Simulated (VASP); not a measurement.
Runs of VASP 6.6.1 on AlRu. The structure is that of space group Pm-3m (No. 221), or close to it. The cells are those of the table. 

```tsv
cell	further INCAR settings	gap on the mesh (eV)	pressure (GPa)
a = 2.992, b = 2.992, c = 3.007 Å, 2 atoms	ALGO = Fast; EDIFF = 1e-06; NBANDS = 16	none	(b)
a = 2.992, b = 2.992, c = 3.022 Å, 2 atoms	ALGO = Fast; EDIFF = 1e-07; NBANDS = 16	none	(a)
a = 2.992, b = 2.992, c = 2.932 Å, 2 atoms	ALGO = Fast; EDIFF = 1e-07; NBANDS = 16	none	7.2
a = 2.992, b = 2.992, c = 2.977 Å, 2 atoms	ALGO = Fast; EDIFF = 1e-06; NBANDS = 16	none	3.6
a = 2.992, b = 2.992, c = 3.044 Å, 2 atoms	ALGO = Fast; EDIFF = 1e-06; NBANDS = 16	none	-1.0
```

Alike in all rows: task single point; level PBE; potentials or basis VASP PAW PBE potentials, release 64 (Al, Ru_pv); no spin polarisation; k mesh 16 × 16 × 16; cutoff (eV) 520; smearing gaussian 0.15 eV.

Problem. Estimate the missing entries.

Solution. (a) 0.5; (b) 1.6.

A k mesh can miss the band edges, and the runs leave out spin-orbit coupling on Ru.

A gap of «none» marks levels without a gap at the run's occupations.
